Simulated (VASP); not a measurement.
# BN (R3m) in VASP: notebook, part 2 of 2

VASP 6.6.1. The steps go on from the part before.

**5. Single point, PBE**

File INCAR:

```
SYSTEM = BN
ALGO     = Normal         ! electronic algorithm
EDIFF    = 1E-6           ! SCF threshold, eV
ENCUT    = 520            ! plane-wave cutoff, eV
GGA      = PE             ! functional
ISIF     = 2              ! what is computed and relaxed
ISMEAR   = 0              ! smearing method
LASPH    = .True.         ! aspherical terms in the spheres
LCHARG   = .True.         ! write CHGCAR
LELF     = .True.         ! ELF
LREAL    = .False.        ! projectors in reciprocal space
LVHAR    = .True.       
LWAVE    = .False.        ! write WAVECAR
NBANDS   = 11             ! bands
NELM     = 100            ! most SCF steps
PREC     = Accurate       ! precision mode
SIGMA    = 0.05           ! smearing width, eV
```

File KPOINTS:

```
k-points
0
Gamma
  12 12 12
  0 0 0
```

File POSCAR:

```
BN
1.0
    0.0000000000      1.8130010000      1.8130010000
    1.8130010000      0.0000000000      1.8130010000
    1.8130010000      1.8130010000      0.0000000000
B N
1 1
Direct
    0.0000000000      0.0000000000      0.0000000000
    0.7082034302      0.7639321899      0.7639321899
```

Potentials or basis: VASP PAW PBE potentials, release 64 (B, N).

Started as:

```bash
> cat potpaw_PBE.64/B/POTCAR potpaw_PBE.64/N/POTCAR > POTCAR
> mpirun -np 1 vasp_std > vasp.out
```

OUTCAR:

```text
SYSTEM = BN
   EDIFF = 1E-6
   ENCUT = 520
   GGA = PE
   ISIF = 2
   ISMEAR = 0
   LASPH = .True.
   LREAL = .False.
   NELM = 100
   PREC = Accurate

 ion  position               nearest neighbor table
   1  0.000  0.000  0.000-   2 1.48   2 1.60   2 1.60   2 1.60
   2  0.708  0.764  0.764-   1 1.48   1 1.60   1 1.60   1 1.60

  LATTYP: Found a face centered cubic cell.
 ALAT       =     3.6260020000

  Lattice vectors:

 A1 = (   0.0000000000,   1.8130010000,   1.8130010000)
 A2 = (   1.8130010000,   0.0000000000,   1.8130010000)
 A3 = (   1.8130010000,   1.8130010000,   0.0000000000)

Analysis of symmetry for initial positions (statically):
=====================================================================
 Subroutine PRICEL returns:
 Original cell was already a primitive cell.

 Routine SETGRP: Setting up the symmetry group for a
 face centered cubic supercell.

 Subroutine GETGRP returns: Found  6 space group operations
 (whereof  6 operations were pure point group operations)
 out of a pool of 48 trial point group operations.

The static configuration has the point symmetry C_3v.

Analysis of symmetry for dynamics (positions and initial velocities):
=====================================================================
 Subroutine PRICEL returns:
 Original cell was already a primitive cell.

 Routine SETGRP: Setting up the symmetry group for a
 face centered cubic supercell.

 Subroutine GETGRP returns: Found  6 space group operations
 (whereof  6 operations were pure point group operations)
 out of a pool of 48 trial point group operations.

The dynamic configuration has the point symmetry C_3v.

 Subroutine INISYM returns: Found  6 space group operations
 (whereof  6 operations are pure point group operations),
 and found     1 'primitive' translations

----------------------------------------------------------------------------------------

                                     Primitive cell

  volume of cell :      11.9186

  direct lattice vectors                    reciprocal lattice vectors
     0.000000000  1.813001000  1.813001000    -0.275785838  0.275785838  0.275785838
     1.813001000  0.000000000  1.813001000     0.275785838 -0.275785838  0.275785838
     1.813001000  1.813001000  0.000000000     0.275785838  0.275785838 -0.275785838

  length of vectors
     2.563970603  2.563970603  2.563970603     0.477675083  0.477675083  0.477675083

  position of ions in fractional coordinates (direct lattice)
     0.000000000  0.000000000  0.000000000
     0.708203430  0.763932190  0.763932190

  ion indices of the primitive-cell ions
   primitive index   ion index
                 1           1
                 2           2

----------------------------------------------------------------------------------------

 KPOINTS: k-points

Automatic generation of k-mesh.
 Grid dimensions read from file:
 generate k-points for:   12   12   12

 Generating k-lattice:

  Cartesian coordinates                     Fractional coordinates (reciprocal lattice)
    -0.022982153  0.022982153  0.022982153     0.083333333  0.000000000  0.000000000
     0.022982153 -0.022982153  0.022982153     0.000000000  0.083333333  0.000000000
     0.022982153  0.022982153 -0.022982153     0.000000000  0.000000000  0.083333333

  Length of vectors
     0.039806257  0.039806257  0.039806257

  Shift w.r.t. Gamma in fractional coordinates (k-lattice)
     0.000000000  0.000000000  0.000000000

 Subroutine IBZKPT returns following result:
 ===========================================

 Found    189 irreducible k-points:

 Following reciprocal coordinates:
            Coordinates               Weight
  0.000000  0.000000  0.000000      1.000000
  0.083333  0.000000  0.000000      2.000000
  0.000000  0.083333  0.000000      6.000000
  0.166667  0.000000  0.000000      2.000000
  0.000000  0.166667  0.000000      6.000000
  0.250000  0.000000  0.000000      2.000000
[... 16 lines left out ...]
  0.083333  0.000000  0.333333      6.000000
  0.416667  0.083333  0.000000      6.000000
 [... further k-points ...]
   k-points           NKPTS =    189   k-points in BZ     NKDIM =    189   number of bands    NBANDS=     11
   number of dos      NEDOS =    301   number of ions     NIONS =      2
   total plane-waves  NPLWV =   8000
   dimension x,y,z NGX =    20 NGY =   20 NGZ =   20
   dimension x,y,z NGXF=    40 NGYF=   40 NGZF=   40
   ions per type =               1   1
   NGX,Y,Z   is equivalent  to a cutoff of  12.97, 12.97, 12.97 a.u.
   NGXF,Y,Z  is equivalent  to a cutoff of  25.94, 25.94, 25.94 a.u.
 SYSTEM =  BN
   PREC   = accura    normal or accurate (medium, high low for compatibility)
   ISTART =      0    job   : 0-new  1-cont  2-samecut
   ICHARG =      2    charge: 1-file 2-atom 10-const
   ISPIN  =      1    spin polarized calculation?
   LNONCOLLINEAR =      F non collinear calculations
   LSORBIT =      F    spin-orbit coupling
   LASPH  =      T    aspherical Exc in radial PAW
   ENCUT  =  520.0 eV  38.22 Ry    6.18 a.u.   4.77  4.77  4.77*2*pi/ulx,y,z
   NELM   =    100;   NELMIN=  2; NELMDL= -5     # of ELM steps
   EDIFF  = 0.1E-05   stopping-criterion for ELM
   LREAL  =      F    real-space projection
   EDIFFG = 0.1E-04   stopping-criterion for IOM
   NSW    =      0    number of steps for IOM
   IBRION =     -1    ionic relax: 0-MD 1-quasi-New 2-CG
   NFREE  =      0    steps in history (QN), initial steepest desc. (CG)
   ISIF   =      2    stress and relaxation
   ISYM   =      2    0-nonsym 1-usesym 2-fastsym
   POTIM  = 0.5000    time-step for ionic-motion
   TEBEG  =    0.0;   TEEND  =   0.0 temperature during run
   PSTRESS=    0.0 pullay stress
   NELECT =       8.0000    total number of electrons
   NUPDOWN=      -1.0000    fix difference up-down
   EMIN   =  10.00;   EMAX   =-10.00  energy-range for DOS
   EFERMI =   0.00;   METHOD = LEGACY
   ISMEAR =     0;   SIGMA  =   0.05  broadening in eV -4-tet -1-fermi 0-gaus
   EFERMI_NEDOS =   21; number of points for ismear=-14 and -15
   IALGO  =     38    algorithm
   IMIX   =      4    mixing-type and parameters
     AMIX     =   0.40;   BMIX     =  1.00
     AMIX_MAG =   1.60;   BMIX_MAG =  1.00
  volume/ion in A,a.u.               =       5.96        40.22
  Fermi-wavevector in a.u.,A,eV,Ry     =   1.433387  2.708709 27.954506  2.054598
  Thomas-Fermi vector in A             =   2.552911
   LORBIT       =      0    0 simple, 1 ext, 2 COOP (PROOUT), +10 PAW based schemes
   GGA     = PE    functional components
   LHFCALC =     F    Hartree Fock is set to
   AEXX    =    0.0000 exact exchange contribution
   IVDW    =     0    specifies the selected vdW correction
   LEPSILON=     F    determine dielectric tensor
   LRPA    =     F    only Hartree local field effects (RPA)
 non-spin polarized calculation
 Gauss-broadening in eV      SIGMA  =   0.05
  energy-cutoff  :      520.00
  volume of cell :       11.92
 maximum number of plane-waves:       332
   NGX =  9   NGY =  9   NGZ =  9

 number of electron       8.0000000 magnetization

 Free energy of the ion-electron system (eV)
  ---------------------------------------------------
  ext. energy  EPLUGINS =         0.00000000
  ---------------------------------------------------
  free energy    TOTEN  =       -17.34800262 eV

  energy without entropy =      -17.34800262  energy(sigma->0) =      -17.34800262

 E-fermi :   8.0308     XC(G=0): -12.7766

 val. band max:        7.7292989405   @ k =   0.0000   0.0000   0.0000
 cond. band min:      11.6709486182   @ k =   0.5000   0.5000   0.0000
 fundamental gap:      3.9416496776
 Fermi energy:         8.0307726155

 k-point     1 :       0.0000    0.0000    0.0000
  band No.  band energies     occupation
      1     -12.8447      2.00000
      2       6.3160      2.00000
      3       7.7293      2.00000
      4       7.7293      2.00000
      5      15.6988      0.00000
      6      15.6988      0.00000
      7      16.7953      0.00000
      8      17.6522      0.00000
      9      31.8048      0.00000
     10      34.9306      0.00000
     11      34.9308      0.00000
[... 309 lines left out ...]
 k-point    24 :       0.4167    0.0833    0.0000
  band No.  band energies     occupation
      1      -9.4974      2.00000
      2      -2.0494      2.00000
      3       5.2318      2.00000
      4       5.3891      2.00000
      5      17.1477      0.00000
      6      18.1480      0.00000
      7      18.9252      0.00000
      8      22.4627      0.00000
      9      28.4994      0.00000
     10      32.2936      0.00000
     11      33.3164      0.00000

 [... further k-points ...]
[... 5 lines left out ...]
  --------------------------------------------------------------------------------------
  -------------------------------------------------------------------------------------
  Total        0.1735125      0.1735125      0.1735125     -0.1996860      0.1996860     -0.1996860
  in kB       23.3247583     23.3247583     23.3247583    -26.8431862     26.8431862    -26.8431862
  external PRESSURE =      23.3247583 kB  Pullay stress =       0.0000000 kB

 VOLUME and BASIS-vectors are now :
 -----------------------------------------------------------------------------
  energy-cutoff  :      520.00
  volume of cell :       11.92
      direct lattice vectors                 reciprocal lattice vectors
     0.000000000  1.813001000  1.813001000    -0.275785838  0.275785838  0.275785838
     1.813001000  0.000000000  1.813001000     0.275785838 -0.275785838  0.275785838
     1.813001000  1.813001000  0.000000000     0.275785838  0.275785838 -0.275785838

 POSITION                                       TOTAL-FORCE (eV/Angst)
 -----------------------------------------------------------------------------------
      0.00000      0.00000      0.00000         1.441222     -1.441222     -1.441222
      2.77002      2.66898      2.66898        -1.441222      1.441222      1.441222
 -----------------------------------------------------------------------------------
    total drift:                               -0.000067      0.000067      0.000068

  FREE ENERGIE OF THE ION-ELECTRON SYSTEM (eV)
  ---------------------------------------------------
  free  energy   TOTEN  =       -17.3480026176 eV

  energy  without entropy=      -17.3480026176  energy(sigma->0) =      -17.34800262
```

It took 13 s on 1 thread of Intel Xeon Platinum 8488C (Sapphire Rapids), shared host; peak memory 0.13 GiB.

What came out:

| Item | Value |
| --- | --- |
| Free energy | -17.3480 eV |
| Pressure | 2.3 GPa |
| Largest force | 2.496 eV/Å |
| Band gap on the k mesh | 3.94 eV, indirect (least direct gap 7.97 eV) |

Forces in eV/Å, atoms in the order of the input:
```
B    1.441 -1.441 -1.441
N   -1.441  1.441  1.441
```

Stress tensor (GPa, compression positive):
```
 2.33 -2.68 -2.68
-2.68  2.33  2.68
-2.68  2.68  2.33
```

Caveat: the cell differs from its parent crystal (all N atoms moved +0.087 Å, as atom 2 towards its neighbour atom 1 (B) at 1.570 Å); forces of over 1 eV/Å act on the atoms, so gaps and moduli don't describe the material at rest. A k mesh can miss the band edges.
